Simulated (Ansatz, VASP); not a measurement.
# Two plane-wave programs on SiC3

```
C Si
1.0
     1.41543    0.81720    4.67007
    -1.41543    0.81720    4.67007
     0.00000   -1.63440    4.67007
C Si
3 1
Direct
  0.00824 0.00824 0.00824
  0.48896 0.48896 0.48896
  0.37917 0.37917 0.37917
  0.87363 0.87363 0.87363
```

Alike in both runs: task single point; functional PBE; k mesh 8 × 8 × 8; no spin polarisation.

|  | VASP | Ansatz |
| --- | --- | --- |
| version | VASP 6.6.1 | Ansatz 0.2.0 |
| potentials or method | VASP PAW PBE potentials, release 64 (C, Si) | plane waves, PAW |
| plane-wave cutoff (eV) | 520 | 420 |
| occupations | gaussian, width 0.01 eV | fixed |
| valence electrons in the cell | 16 | 16 |

Ansatz gave:

```
gap on the k mesh at the Fermi level (eV) : 1.59
```

**Question.** Which values does VASP return?

**Answer.** gap on the k mesh at the Fermi level (eV): 1.58.
